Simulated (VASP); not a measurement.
# ZnSe: relaxation of cell and atoms with PBEsol

ZnSe:

```
Zn Se
1.0
     0.00000    2.81659    2.81659
     2.81659    0.00000    2.81659
     2.81659    2.81659    0.00000
Zn Se
1 1
Direct
  0.00000 0.00000 0.00000
  0.75000 0.75000 0.75000
```

- Program: VASP 6.6.1
- Task: relaxation of cell and atoms
- Functional: PBEsol
- Potentials or basis: VASP PAW PBE potentials, release 64 (Zn, Se)
- Cutoff: 600 eV
- k mesh: 8 × 8 × 8
- Occupations: gaussian, width 0.01 eV
- Spin: no spin polarisation
- Target pressure: 2 GPa
- Dipole correction: no
- Further INCAR settings: ALGO = Normal; EDIFF = 1e-06; IBRION = 2; EDIFFG = -0.002; NSW = 100; ISIF = 3

```yaml
Relaxed_volume: 21.79 Å³/atom
Relaxed_cell: a = 3.950 Å, b = 3.950 Å, c = 3.950 Å, α = 60.00°, β = 60.00°, γ = 60.00°
Space_group_after_relaxing_to_0.05_Å: F-43m (No. 216)
Energy_change_on_relaxing_the_enthalpy_is_what_falls: +3.8 meV/atom
Ionic_steps: 8
Pressure_after_relaxing: 2.0 GPa
Band_gap_on_the_k_mesh: 1.34 eV, direct
```

The path:
| step | energy change (eV) | largest force (eV/Å) | pressure (GPa) | volume (Å³) |
| --- | --- | --- | --- | --- |
| 1 | 0.0000 | 0.0000 | 0.25 | 44.69 |
| 2 | 0.0144 | 0.0000 | 2.79 | 43.13 |
| 3 | 0.0076 | 0.0000 | 1.89 | 43.59 |
| 4 | 0.0083 | 0.0000 | 2.13 | 43.53 |
| 5 | 0.0079 | 0.0000 | 2.04 | 43.56 |
| 6 | 0.0075 | 0.0000 | 1.98 | 43.59 |
| 7 | 0.0077 | 0.0000 | 2.04 | 43.58 |
| 8 | 0.0076 | 0.0000 | 1.99 | 43.59 |

Final structure:
```
Zn Se
1.0
     0.00000    2.79330    2.79330
     2.79330    0.00000    2.79330
     2.79330    2.79330    0.00000
Zn Se
1 1
Direct
  0.00000 0.00000 0.00000
  0.75000 0.75000 0.75000
```

Levels at points of the mesh, in eV from the valence-band top:
| k point | band 5 | band 6 | band 7 | band 8 | band 9 | band 10 | band 11 | band 12 | band 13 |
| --- | --- | --- | --- | --- | --- | --- | --- | --- | --- |
| (0.00, 0.00, 0.00) | -6.31 | -6.31 | 0.00 | 0.00 | 0.00 | 1.34 | 5.71 | 5.71 | 5.71 |
| (0.50, 0.00, 0.00) | -6.29 | -6.14 | -5.57 | -0.94 | -0.94 | 2.52 | 6.29 | 6.29 | 8.51 |
| (0.50, 0.50, 0.00) | -6.26 | -6.12 | -4.98 | -2.37 | -2.37 | 2.74 | 3.36 | 10.93 | 11.47 |

It took 70 s on 1 thread of AMD EPYC 7R13 (shared host), peak memory 0.19 GiB.

Caveat: the cell is relaxed towards a set pressure, so the enthalpy falls and the energy may rise; the PAW data sets were made with another functional, which shifts forces and pressure a little. As with any semilocal functional, this PBEsol gap is likely too small.
